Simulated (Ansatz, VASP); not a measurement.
**HfC in VASP and in Ansatz**

INCAR

```
ALGO = Normal ; EDIFF = 1E-6
ENCUT = 520 ; GGA = PS
ISIF = 2 ; ISMEAR = 0
LASPH = True ; LCHARG = False
LREAL = False ; LWAVE = False
NBANDS = 14 ; NELM = 100
PREC = Accurate ; SIGMA = 0.15
```

File KPOINTS:

```
k-points
0
Gamma
  18 18 18
```

POSCAR

```
HfC
1.0
   -0.0871875000      2.3250000000      2.3250000000
    2.2378125000      0.0000000000      2.2378125000
    2.3250000000      2.3250000000     -0.0871875000
Hf C
1 1
Direct
    0.5000000000      0.5000000000      0.5000000000
    0.0000000000      0.0000000000      0.0000000000
```

Input for Ansatz:

```yaml
crystal:
  lattice:
    - [-0.0871875, 2.325, 2.325]
    - [2.2378125, 0.0, 2.2378125]
    - [2.325, 2.325, -0.0871875]
  atoms:
    - { symbol: Hf, position: [0.5, 0.5, 0.5] }
    - { symbol: C, position: [0.0, 0.0, 0.0] }
basis:
  ecutwfc: 420
kpoints:
  mp_grid: { grid: [18, 18, 18] }
hamiltonian:
  xc: pbesol
scf:
  occupations: { method: gaussian, width: 0.15 }
output:
  forces: true
  stress: true
  eigenvalues: true
  write_density: true
  write_potential: true
  elf: true
  volumetric_format: npy
```

Change from the starting cell: strain -0.0750 x Voigt [0, 0, 0, 0, 1, 0], atoms carried along.

Alike in both runs: task single point; functional PBEsol; k mesh 18 × 18 × 18; occupations gaussian, width 0.15 eV; no spin polarisation.

```csv
,VASP,Ansatz
version,VASP 6.6.1,Ansatz 0.2.0
potentials or method,"VASP PAW PBE potentials, release 64 (Hf_pv, C), cutoff 520 eV","scalar-relativistic, plane waves, PAW"
valence electrons in the cell,14,30
```

```csv
,VASP,Ansatz,Ansatz less VASP
gap on the k mesh at the Fermi level (eV),none,none,-
pressure (GPa),-6.7,-6.2,+0.46
"traceless stress, the component that is largest in VASP (GPa)",12.67,12.67,-0.002
```

VASP's potentials were made for PBE, not for PBEsol. A gap of «none» marks a metal or a gap that the smearing closes. VASP's potentials hold 14 valence electrons a cell and Ansatz's 30, so a difference there can come from the potentials and not from the codes.

Neither program's run includes spin-orbit coupling.
